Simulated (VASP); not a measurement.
# Na16Li (a cell with a defect) in VASP: a series of runs, part 2 of 2

VASP 6.6.1.

**4. Single point, PBE**

The input, INCAR:

```
ALGO = Normal
EDIFF = 1E-6
ENCUT = 520
GGA = PE
ISIF = 2
ISMEAR = 0
LASPH = T
LCHARG = F
LREAL = Auto
LWAVE = F
NBANDS = 72
NELM = 80
PREC = Accurate
SIGMA = 0.05
```

The input, KPOINTS:

```
k-points
0
Gamma
  2 2 2
```

The input, POSCAR:

```
Na16Li
1.0
    8.4600000000      0.0000000000      0.0000000000
    0.0000000000      8.4600000000      0.0000000000
    0.0000000000      0.0000000000      8.4600000000
Na Li
16 1
Direct
    0.0311628842     -0.0028858156      0.0403541371
    0.4607035461     -0.0030908983     -0.0095747045
    0.0110776596      0.5056338061     -0.0156747045
   -0.0191232861      0.0031934988      0.4680705674
    0.2414118203      0.3018925532      0.2302742317
    0.4770479905      0.5042867612     -0.0468391253
    0.5736273050     -0.0002247045      0.5859665485
    0.6924235225      0.2325643026      0.2453769504
   -0.0264462175      0.4940547281      0.4936546099
    0.2454596927      0.7032940898      0.2462604019
    0.2352015366      0.2231919622      0.7142249409
    0.4956202128      0.4905287234      0.5217078014
    0.6941204492      0.7645628842      0.2502679669
    0.7823585106      0.2389789598      0.7929427896
    0.2364361702      0.7755725768      0.7062113475
    0.7826007092      0.7598715130      0.7863578014
    0.3383613475      0.0088005910      0.3580849882
```

The run is started by

```bash
cat potpaw_PBE.64/Na_pv/POTCAR potpaw_PBE.64/Li_sv/POTCAR > POTCAR
mpirun -np 1 vasp_std > vasp.out
```

Wall time 5.1 min (1 thread of Intel Xeon Platinum 8559C (Emerald Rapids), shared host); peak memory 0.64 GiB.

Results (log left out):

- Free energy: -22.0510 eV
- Largest force: 0.022 eV/Å
- Band gap on the k mesh: zero (an odd number of electrons rules out a gap without spin polarisation)

Forces on the atoms (eV/Å):
```
Na  -0.006 -0.003 -0.012
Na  -0.002 -0.002  0.005
Na  -0.002  0.003  0.001
Na  -0.019  0.001  0.009
Na  -0.011  0.010  0.007
Na   0.001 -0.001  0.010
Na  -0.003  0.005 -0.009
Na   0.022  0.001 -0.001
Na  -0.018  0.001 -0.001
Na  -0.009 -0.013  0.005
Na   0.008  0.005 -0.003
Na   0.015 -0.001 -0.005
Na   0.016  0.002  0.004
Na  -0.007  0.006 -0.003
Na   0.009 -0.006 -0.003
Na  -0.007 -0.008 -0.008
Li   0.014 -0.002  0.005
```

Levels at points of the mesh, in eV from the Fermi level:
```
           k point  band 55  band 56  band 57  band 58  band 59  band 60
(0.00, 0.00, 0.00)    -0.97    -0.92     0.67     0.69     0.79     0.87
(0.50, 0.00, 0.00)    -0.57    -0.49    -0.45    -0.43    -0.40     1.15
(0.00, 0.50, 0.00)    -0.57    -0.48    -0.45    -0.44    -0.34     1.13
(0.00, 0.00, 0.50)    -0.54    -0.50    -0.48    -0.46    -0.44     1.21
(0.50, 0.50, 0.00)    -0.07    -0.03    -0.02     0.02     0.05     0.08
(0.00, 0.50, 0.50)    -0.07    -0.01     0.03     0.03     0.03     0.05
(0.50, 0.00, 0.50)    -0.15    -0.04    -0.02     0.03     0.05     0.07
(0.50, 0.50, 0.50)    -1.50    -1.48    -1.39     1.74     1.77     1.79
```

Caveat: the k points lie up to 0.37 Å⁻¹ apart, too coarse for converged energies and pressures of a metal.

**5. Single point, PBE**

The input, INCAR:

```
PREC = Accurate ; ENCUT = 520
EDIFF = 1E-7 ; ISMEAR = 0
SIGMA = 0.05 ; LREAL = Auto
LASPH = True ; NELM = 60
ALGO = Normal ; ISIF = 2
LWAVE = False ; LCHARG = False
GGA = PE ; NBANDS = 72
```

The input, KPOINTS:

```
regular mesh
0
Gamma
  2 2 2
```

The input, POSCAR:

```
Na16Li
1.0
    8.4600000000      0.0000000000      0.0000000000
    0.0000000000      8.4600000000      0.0000000000
    0.0000000000      0.0000000000      8.4600000000
Na Li
16 1
Direct
    0.0029762411     -0.0261327423      0.0135171395
    0.4851133570     -0.0068138298     -0.0069598109
   -0.0498625296      0.5553887707      0.0284628842
   -0.0015829787      0.0090354610      0.4786713948
    0.1845916076      0.2913011820      0.1781951537
    0.4973520095      0.4840502364      0.0008447991
    0.5799288416      0.0400793144      0.6000819149
    0.7320860520      0.2202672577      0.2378822695
   -0.0258650118      0.4770374704      0.4747761229
    0.2523299054      0.7212382979      0.2588354610
    0.2342397163      0.2430304965      0.7425139480
    0.4856934988      0.4370526005      0.4766900709
    0.6858156028      0.7717343972      0.2849245863
    0.7992440898      0.2677416076      0.7989098109
    0.2650159574      0.7464335697      0.7072927896
    0.7390633570      0.7144554374      0.7289585106
    0.3660111111      0.0541880615      0.3441013002
```

The run is started by

```bash
cat potpaw_PBE.64/Na_pv/POTCAR potpaw_PBE.64/Li_sv/POTCAR > POTCAR
mpirun -np 1 vasp_std > vasp.out
```

It took 14 min on 1 thread of Intel Xeon 8259CL, shared host; peak memory 0.65 GiB.

The run converged. Its results:

| Quantity | Value |
| --- | --- |
| Free energy | -22.0702 eV |
| Largest force | 0.036 eV/Å |
| Band gap on the k mesh | zero (an odd number of electrons rules out a gap without spin polarisation) |

Forces on the atoms (eV/Å):
```
Na  -0.010 -0.010 -0.003
Na  -0.012  0.019  0.004
Na   0.006 -0.014  0.012
Na   0.006 -0.011 -0.001
Na   0.008  0.001  0.005
Na  -0.007 -0.001  0.002
Na   0.016 -0.011 -0.009
Na  -0.008  0.000 -0.011
Na  -0.012  0.004 -0.005
Na  -0.001 -0.012 -0.006
Na   0.005 -0.019 -0.020
Na   0.009  0.007 -0.010
Na   0.008  0.007  0.008
Na   0.013  0.001  0.008
Na  -0.004  0.023 -0.009
Na   0.000  0.006  0.005
Li  -0.016  0.011  0.030
```

Levels at points of the mesh, in eV from the Fermi level:
| k point | band 55 | band 56 | band 57 | band 58 | band 59 | band 60 |
| --- | --- | --- | --- | --- | --- | --- |
| (0.00, 0.00, 0.00) | -0.96 | -0.93 | 0.70 | 0.71 | 0.79 | 0.88 |
| (0.50, 0.00, 0.00) | -0.51 | -0.48 | -0.48 | -0.46 | -0.42 | 1.23 |
| (0.00, 0.50, 0.00) | -0.54 | -0.50 | -0.46 | -0.42 | -0.36 | 1.15 |
| (0.00, 0.00, 0.50) | -0.54 | -0.49 | -0.46 | -0.42 | -0.38 | 1.16 |
| (0.50, 0.50, 0.00) | -0.06 | -0.01 | -0.01 | 0.03 | 0.06 | 0.06 |
| (0.00, 0.50, 0.50) | -0.05 | -0.03 | 0.00 | 0.01 | 0.06 | 0.07 |
| (0.50, 0.00, 0.50) | -0.07 | -0.04 | -0.01 | 0.02 | 0.04 | 0.08 |
| (0.50, 0.50, 0.50) | -1.49 | -1.48 | -1.39 | 1.77 | 1.82 | 1.90 |

Caveat: the k points lie up to 0.37 Å⁻¹ apart, too coarse for converged energies and pressures of a metal.

**6. Single point, PBE**

The input, INCAR:

```
SYSTEM = Na16Li
ALGO = Normal
EDIFF = 1E-6
ENCUT = 520
GGA = PE
ISIF = 2
ISMEAR = 0
LASPH = .TRUE.
LCHARG = .FALSE.
LREAL = Auto
LWAVE = .FALSE.
NBANDS = 72
NELM = 100
PREC = Accurate
SIGMA = 0.05
```

The input, KPOINTS:

```
k-points
0
G
  2 2 2
  0 0 0
```

The input, POSCAR:

```
Na16Li
1.0
    8.4600000000      0.0000000000      0.0000000000
    0.0000000000      8.4600000000      0.0000000000
    0.0000000000      0.0000000000      8.4600000000
Na Li
16 1
Direct
    0.0122622931     -0.0303057920      0.0274388889
    0.5261065012     -0.0333659574     -0.0162417258
   -0.1098458629      0.5854157210      0.0520588652
    0.0309284870      0.0030942080      0.4753423168
    0.1346570922      0.3333228132      0.1302713948
    0.5003236407      0.4560486998      0.0253392435
    0.5099690307      0.0066020095      0.5646982270
    0.7449747045      0.2128384161      0.2518270686
    0.0100937352      0.4718326241      0.4799156028
    0.2709478723      0.7372541371      0.2552406619
    0.2467451537      0.2224579196      0.7659854610
    0.4835257683      0.4435100473      0.4787271868
    0.6958205674      0.7853301418      0.3006689125
    0.7936810875      0.2452157210      0.7836037825
    0.2473070922      0.7106594563      0.7708205674
    0.7582359338      0.7295329787      0.7146968085
    0.3565247045      0.1205065012      0.2673367612
```

Potentials or basis: VASP PAW PBE potentials, release 64 (Na_pv, Li_sv).

The run is started by

```bash
cat potpaw_PBE.64/Na_pv/POTCAR potpaw_PBE.64/Li_sv/POTCAR > POTCAR
mpirun -np 1 vasp_std > vasp.out
```

Wall time 12 min (1 thread of Intel Xeon 8259CL, shared host); peak memory 0.65 GiB.

It converged, with:

* Free energy: -22.0272 eV
* Largest force: 0.048 eV/Å
* Band gap on the k mesh: zero (an odd number of electrons rules out a gap without spin polarisation)

Forces on the atoms (eV/Å):
```
Na   0.000  0.014  0.007
Na  -0.007 -0.001 -0.001
Na   0.029 -0.022 -0.032
Na   0.013  0.001 -0.002
Na   0.001  0.015  0.005
Na   0.009  0.011  0.003
Na  -0.009 -0.014 -0.007
Na   0.000 -0.002 -0.002
Na  -0.020  0.011  0.001
Na   0.002 -0.001 -0.007
Na  -0.008  0.022  0.000
Na  -0.006 -0.001 -0.003
Na  -0.012  0.001 -0.003
Na  -0.007 -0.004  0.002
Na  -0.012 -0.011  0.006
Na   0.008 -0.007  0.024
Li   0.020 -0.013  0.009
```

Levels at points of the mesh, in eV from the Fermi level:
```
           k point  band 54  band 55  band 56  band 57  band 58  band 59  band 60  band 61
(0.00, 0.00, 0.00)    -0.99    -0.99    -0.94     0.71     0.72     0.74     0.92     0.94
(0.50, 0.00, 0.00)    -0.54    -0.52    -0.50    -0.48    -0.46    -0.44     1.22     1.24
(0.00, 0.50, 0.00)    -0.54    -0.53    -0.50    -0.48    -0.43    -0.41     1.18     1.21
(0.00, 0.00, 0.50)    -0.58    -0.54    -0.50    -0.47    -0.38    -0.35     1.12     1.33
(0.50, 0.50, 0.00)    -0.18    -0.09    -0.02     0.01     0.03     0.05     0.05     0.11
(0.00, 0.50, 0.50)    -0.22    -0.08    -0.03     0.00     0.01     0.05     0.10     0.13
(0.50, 0.00, 0.50)    -0.19    -0.07    -0.03    -0.03     0.03     0.07     0.08     0.12
(0.50, 0.50, 0.50)    -1.55    -1.49    -1.45    -1.40     1.77     1.82     1.91     2.18
```

Caveat: the k points lie up to 0.37 Å⁻¹ apart, too coarse for converged energies and pressures of a metal.

**7. Single point, PBE**

The input, INCAR:

```
SYSTEM = Na16Li
PREC = Accurate
ENCUT = 520
EDIFF = 1E-6
ISMEAR = 0
SIGMA = 0.05
LREAL = Auto
LASPH = .True.
NELM = 80
ALGO = Normal
ISIF = 2
LWAVE = .False.
LCHARG = .False.
GGA = PE
NBANDS = 72
```

The input, KPOINTS:

```
regular mesh
0
Gamma
  2 2 2
  0 0 0
```

The input, POSCAR:

```
Na16Li
1.0
    8.4600000000      0.0000000000      0.0000000000
    0.0000000000      8.4600000000      0.0000000000
    0.0000000000      0.0000000000      8.4600000000
Na Li
16 1
Direct
   -0.0141391253     -0.0021604019      0.0392248227
    0.5743372340     -0.1081284870      0.0035670213
   -0.0820073286      0.5367002364     -0.0422273050
    0.0591886525      0.0467627660      0.4684783688
    0.1219056738      0.3621710402      0.2150191489
    0.4812033097      0.4755485816      0.0266028369
    0.4802219858     -0.0248307329      0.4976161939
    0.7271548463      0.2267033097      0.2604307329
    0.0064683215      0.4701319149      0.5674732861
    0.2307508274      0.7454225768      0.2455268322
    0.2472254137      0.2083963357      0.8112086288
    0.4475445626      0.4520836879      0.4956407801
    0.7865632388      0.7051741135      0.2945823877
    0.7222095745      0.2162514184      0.7718659574
    0.2393213948      0.7663634752      0.7895886525
    0.8119960993      0.8123881797      0.6919160757
    0.3524199764      0.1108340426      0.1712471631
```

The run is started by

```bash
cat potpaw_PBE.64/Na_pv/POTCAR potpaw_PBE.64/Li_sv/POTCAR > POTCAR
mpirun -np 1 vasp_std > vasp.out
```

Run time: 8.7 min. Hardware: 1 thread of Intel Xeon 8259CL, shared host; peak memory 0.65 GiB.

Results (log left out):

| Property | Result |
| --- | --- |
| Free energy | -22.0513 eV |
| Largest force | 0.035 eV/Å |
| Band gap on the k mesh | zero (an odd number of electrons rules out a gap without spin polarisation) |

Forces on the atoms (eV/Å):
```
Na   0.008 -0.010 -0.007
Na  -0.015  0.020 -0.001
Na  -0.010  0.013  0.031
Na  -0.011 -0.013  0.002
Na  -0.005 -0.002 -0.024
Na   0.009 -0.003  0.004
Na   0.010  0.011  0.013
Na   0.005 -0.002 -0.006
Na  -0.001 -0.004 -0.027
Na   0.011 -0.002  0.002
Na   0.003  0.006 -0.012
Na   0.012 -0.004 -0.012
Na  -0.020  0.020 -0.001
Na   0.014  0.007  0.008
Na   0.005 -0.019 -0.008
Na  -0.024 -0.022  0.007
Li   0.010  0.005  0.030
```

Levels at points of the mesh, in eV from the Fermi level:
```tsv
k point	band 54	band 55	band 56	band 57	band 58	band 59	band 60	band 61
(0.00, 0.00, 0.00)	-0.99	-0.97	-0.89	0.71	0.74	0.80	0.93	0.94
(0.50, 0.00, 0.00)	-0.55	-0.52	-0.48	-0.45	-0.42	-0.39	1.21	1.25
(0.00, 0.50, 0.00)	-0.56	-0.55	-0.47	-0.44	-0.40	-0.36	1.17	1.30
(0.00, 0.00, 0.50)	-0.58	-0.55	-0.49	-0.45	-0.38	-0.29	1.13	1.31
(0.50, 0.50, 0.00)	-0.16	-0.06	-0.05	-0.01	0.00	0.05	0.14	0.17
(0.00, 0.50, 0.50)	-0.21	-0.07	-0.05	0.01	0.04	0.08	0.12	0.17
(0.50, 0.00, 0.50)	-0.21	-0.09	-0.01	0.00	0.03	0.04	0.14	0.18
(0.50, 0.50, 0.50)	-1.52	-1.51	-1.49	-1.29	1.76	1.79	1.92	2.12
```

Caveat: the k points lie up to 0.37 Å⁻¹ apart, too coarse for converged energies and pressures of a metal.

**8. The runs side by side**

```csv
cell,gap on the mesh (eV),largest force (eV/Å)
"as given, atomic positions A",none,0.02
"as given, atomic positions B",none,0.03
"as given, atomic positions C",none,0.04
"as given, atomic positions D",none,0.05
"as given, atomic positions E",none,0.04
```

Alike in all rows: task single point; level PBE; potentials or basis VASP PAW PBE potentials, release 64 (Na_pv, Li_sv); no spin polarisation; k mesh 2 × 2 × 2; cutoff (eV) 520; smearing gaussian 0.05 eV.

Caveats: all runs use coarse meshes.

Total energies depend on the potentials used, so only differences within one code and one set of settings carry meaning.
